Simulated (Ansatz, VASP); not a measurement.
# Si: VASP beside Ansatz

```
Si
1.0
     2.62054    0.00000    0.00000
    -1.31027    2.26946    0.00000
     0.00000    0.00000    2.46635
Si
1
Direct
  0.00000 0.00000 0.00000
```

Alike in both runs: task single point; functional PBE; k mesh 7 × 7 × 7; occupations fermi-dirac, width 0.03 eV; no spin polarisation.

|  | VASP | Ansatz |
| --- | --- | --- |
| version | VASP 6.6.1 | Ansatz 0.2.0 |
| potentials or method | VASP PAW PBE potentials, release 64 (Si), cutoff 500 eV | all-electron LAPW, scalar-relativistic |

```csv
,VASP,Ansatz,Ansatz less VASP
gap on the k mesh at the Fermi level (eV),none,none,-
pressure (GPa),3.5,3.6,+0.08
"traceless stress, the component that is largest in VASP (GPa)",7.50,7.50,+0.001
```

A gap of «none» marks a metal or a gap that the smearing closes. Ansatz ran all-electron here, and VASP with PAW potentials.

The k mesh is coarse, so the values compare programs but aren't converged. Noted on Ansatz's run: the k mesh is thin for a metal, which can move the energy by tens of meV per atom.
